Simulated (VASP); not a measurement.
# CuSi16 (a cell with a defect): relaxation of the atoms with PBE

CuSi16 (a cell with a defect):

```
Si Cu
1.0
     0.00000    5.43000    5.43000
     5.43000    0.00000    5.43000
     5.43000    5.43000    0.00000
Si Cu
16 1
Direct
  0.00000 0.00000 0.00000
  0.12500 0.12500 0.12500
  0.00000 0.00000 0.50000
  0.12500 0.12500 0.62500
  0.00000 0.50000 0.00000
  0.12500 0.62500 0.12500
  0.00000 0.50000 0.50000
  0.12500 0.62500 0.62500
  0.50000 0.00000 0.00000
  0.62500 0.12500 0.12500
  0.50000 0.00000 0.50000
  0.62500 0.12500 0.62500
  0.50000 0.50000 0.00000
  0.62500 0.62500 0.12500
  0.50000 0.50000 0.50000
  0.62500 0.62500 0.62500
  0.06091 0.81302 0.31609
```

| Property | Result |
| --- | --- |
| Program | VASP 6.6.1 |
| Task | relaxation of the atoms |
| Functional | PBE |
| Potentials or basis | VASP PAW PBE potentials, release 64 (Si, Cu) |
| Cutoff | 520 eV |
| k mesh | 2 × 2 × 2 |
| Occupations | fermi-dirac, width 0.02 eV |
| Spin | no spin polarisation |
| Dipole correction | no |
| Charge | 1 |
| Further INCAR settings | LREAL = Auto; ALGO = Normal; EDIFF = 1e-06; IBRION = 2; EDIFFG = -0.03; NSW = 80; NELECT = 74.0 |

| Item | Value |
| --- | --- |
| Energy gained by relaxing | 35.6 meV/atom |
| Ionic steps | 16 |
| Largest force after relaxing | 0.020 eV/Å |

Forces in eV/Å, atoms in the order of the input:
```
Si  -0.007 -0.001  0.001
Si   0.003 -0.003  0.000
Si  -0.001  0.005  0.006
Si  -0.003 -0.001  0.003
Si   0.000 -0.007 -0.005
Si  -0.004 -0.005 -0.002
Si  -0.007  0.002  0.002
Si   0.004 -0.001 -0.002
Si   0.000  0.000  0.001
Si  -0.003  0.002  0.004
Si   0.004 -0.003 -0.005
Si  -0.001  0.001  0.000
Si   0.000 -0.001 -0.002
Si   0.001  0.003  0.003
Si  -0.002  0.002  0.001
Si  -0.002  0.003  0.001
Cu   0.018  0.004 -0.007
```

Step by step:
| step | energy change (eV) | largest force (eV/Å) | pressure (GPa) |
| --- | --- | --- | --- |
| 1 | 0.0000 | 1.8748 | 1.16 |
| 2 | -0.4385 | 0.5475 | 0.22 |
| 3 | -0.4385 | 0.5482 | 0.22 |
| 4 | -0.4800 | 0.3443 | 0.19 |
| 5 | -0.4895 | 0.3322 | 0.16 |
| 6 | -0.5106 | 0.1763 | 0.11 |
| 7 | -0.5213 | 0.2774 | 0.04 |
| 8 | -0.5367 | 0.2548 | 0.03 |
| 9 | -0.5725 | 0.1885 | -0.13 |
| 10 | -0.5928 | 0.2757 | -0.47 |
| 11 | -0.5944 | 0.2071 | -0.42 |
| 12 | -0.6049 | 0.0397 | -0.53 |
| 13 | -0.6049 | 0.0406 | -0.53 |
| 14 | -0.6053 | 0.0330 | -0.52 |
| 15 | -0.6053 | 0.0406 | -0.53 |
| 16 | -0.6054 | 0.0198 | -0.53 |

Final structure:
```yaml
crystal:
  lattice:
    - [0.00000, 5.43000, 5.43000]
    - [5.43000, 0.00000, 5.43000]
    - [5.43000, 5.43000, 0.00000]
  atoms:
    - { symbol: Si, position: [0.00332, 0.00715, 0.98250] }
    - { symbol: Si, position: [0.12168, 0.14241, 0.11826] }
    - { symbol: Si, position: [0.00344, 0.00710, 0.50743] }
    - { symbol: Si, position: [0.16341, 0.11227, 0.61250] }
    - { symbol: Si, position: [0.96222, 0.51252, 0.01286] }
    - { symbol: Si, position: [0.12173, 0.61790, 0.11810] }
    - { symbol: Si, position: [0.00338, 0.48231, 0.50736] }
    - { symbol: Si, position: [0.12161, 0.61806, 0.64268] }
    - { symbol: Si, position: [0.49260, 0.00980, 0.99889] }
    - { symbol: Si, position: [0.63230, 0.12629, 0.11529] }
    - { symbol: Si, position: [0.53547, 0.98816, 0.48834] }
    - { symbol: Si, position: [0.63245, 0.12625, 0.62634] }
    - { symbol: Si, position: [0.49264, 0.49881, 0.99893] }
    - { symbol: Si, position: [0.59015, 0.63663, 0.13679] }
    - { symbol: Si, position: [0.49252, 0.49878, 0.50998] }
    - { symbol: Si, position: [0.63238, 0.61511, 0.62638] }
    - { symbol: Cu, position: [0.05962, 0.81346, 0.31345] }
```

Levels at points of the mesh, in eV from the Fermi level:
```tsv
k point	band 35	band 36	band 37	band 38	band 39	band 40
(0.00, 0.00, 0.00)	-0.52	-0.11	-0.01	0.03	0.03	0.55
(0.50, 0.00, 0.00)	-0.93	-0.53	-0.52	0.56	0.98	1.46
(0.00, 0.50, 0.00)	-1.01	-0.93	-0.73	0.67	1.02	1.08
(0.00, 0.00, 0.50)	-1.01	-0.93	-0.73	0.67	1.02	1.08
(0.50, 0.50, 0.50)	-1.01	-0.93	-0.73	0.67	1.02	1.08
(0.50, 0.50, 0.00)	-1.49	-1.47	-1.17	0.72	0.80	1.87
(0.00, 0.50, 0.50)	-1.49	-1.47	-1.17	0.72	0.80	1.87
(0.50, 0.00, 0.50)	-1.49	-1.47	-1.17	0.72	0.80	1.87
```

It took 59 min on 1 thread of Oxide Virtual Turin-like Processor, on a shared host, peak memory 0.53 GiB.

Caveat: the k points lie up to 0.50 Å⁻¹ apart; the cell carries a net charge on a neutralising background, which shifts energy and pressure; the cell is charged against a uniform background, so pressure and absolute levels hang on convention.
